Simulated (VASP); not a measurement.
Here is a VASP 6.6.1 calculation.

The input INCAR:

```
SYSTEM = NaCl
PREC = Accurate
ENCUT = 520
EDIFF = 1E-7
ISMEAR = 0
SIGMA = 0.05
LREAL = .False.
LASPH = .True.
NELM = 60
ALGO = Normal
ISIF = 2
LWAVE = .False.
LCHARG = .False.
GGA = PE
NBANDS = 14
```

Contents of KPOINTS:

```
Automatic mesh
0
Gamma
  8 8 8
  0 0 0
```

The input POSCAR:

```
NaCl
1.0
    0.0000000000      2.7184800000      2.6052100000
    2.7184800000      0.0000000000      2.6052100000
    2.7184800000      2.7184800000      0.0000000000
Na Cl
1 1
Direct
    0.0000000000      0.0000000000      0.0000000000
    0.5000000000      0.5000000000      0.5000000000
```

Potentials or basis: VASP PAW PBE potentials, release 64 (Na_pv, Cl).

Command:

```console
$ cat potpaw_PBE.64/Na_pv/POTCAR potpaw_PBE.64/Cl/POTCAR > POTCAR
$ mpirun -np 1 vasp_std > vasp.out
```

**Question.** Estimate the pressure.

**Answer.** 6.8 GPa.

**Question.** Estimate the band gap on the k mesh.

**Answer.** 5.75 eV.

Stress tensor (GPa, compression positive):
```
5.38 0.00 0.00
0.00 5.38 0.00
0.00 0.00 9.50
```

Caveat: the cell differs from its parent crystal (strain -0.040 along x and y, -0.080 along z); the cell stands under pressure.
